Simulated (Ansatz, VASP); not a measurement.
This is a calculation of Sr for Ansatz 0.2.0.

The input input.yaml:

```yaml
crystal:
  lattice:
    - [0.0, 3.0219309284, 3.0219309284]
    - [3.0219309284, 0.0, 3.0219309284]
    - [3.0219309284, 3.0219309284, 0.0]
  atoms:
    - { symbol: Sr, position: [0.0, 0.0, 0.0] }
kpoints:
  mp_grid: { grid: [8, 8, 8] }
scf:
  occupations: { method: fermi_dirac, width: 0.05 }
hamiltonian:
  xc: pbesol
  pseudopotentials: { kind: all_electron, lapw: { basis_error: 0.001 } }
output:
  forces: true
  stress: true
  eigenvalues: true
```

Potentials or basis: all-electron LAPW, scalar-relativistic.

Run with:

```console
$ ansatz run input.yaml --threads 1 --pin off --max-ram 3072MiB --backend cpu --events-out ev --progress --plain --runs-dir out
```

**Question.** Translate it to VASP 6.6.1. Potentials there: VASP PAW PBE potentials, release 64 (Sr_sv).

**Answer.** As run (the cutoff follows the program's own potentials):

The input INCAR:

```
PREC     = Accurate       # precision mode
ENCUT    = 520            # plane-wave cutoff, eV
EDIFF    = 1E-6           # SCF threshold, eV
ISMEAR   = -1             # smearing method
SIGMA    = 0.05           # smearing width, eV
LREAL    = False          # projectors in reciprocal space
LASPH    = True           # aspherical terms in the spheres
NELM     = 60             # most SCF steps
ALGO     = Fast           # electronic algorithm
ISIF     = 2              # what is computed and relaxed
LWAVE    = False          # write WAVECAR
LCHARG   = False          # write CHGCAR
GGA      = PS             # functional
NBANDS   = 11             # bands
```

The input KPOINTS:

```
Automatic mesh
0
Gamma
  8 8 8
```

Contents of POSCAR:

```
Sr
1.0
    0.0000000000      3.0219309284      3.0219309284
    3.0219309284      0.0000000000      3.0219309284
    3.0219309284      3.0219309284      0.0000000000
Sr
1
Direct
    0.0000000000      0.0000000000      0.0000000000
```

Potentials or basis: VASP PAW PBE potentials, release 64 (Sr_sv).

The run is started by

```console
$ cat potpaw_PBE.64/Sr_sv/POTCAR > POTCAR
$ mpirun -np 1 vasp_std > vasp.out
```

Both were run:

|  | VASP | Ansatz | Ansatz less VASP |
| --- | --- | --- | --- |
| gap on the k mesh at the Fermi level (eV) | none | none | - |
| pressure (GPa) | -0.7 | -0.7 | -0.01 |

VASP's potentials were made for PBE, not for PBEsol. A gap of «none» marks a metal or a gap that the smearing closes. Ansatz ran all-electron here, and VASP with PAW potentials.
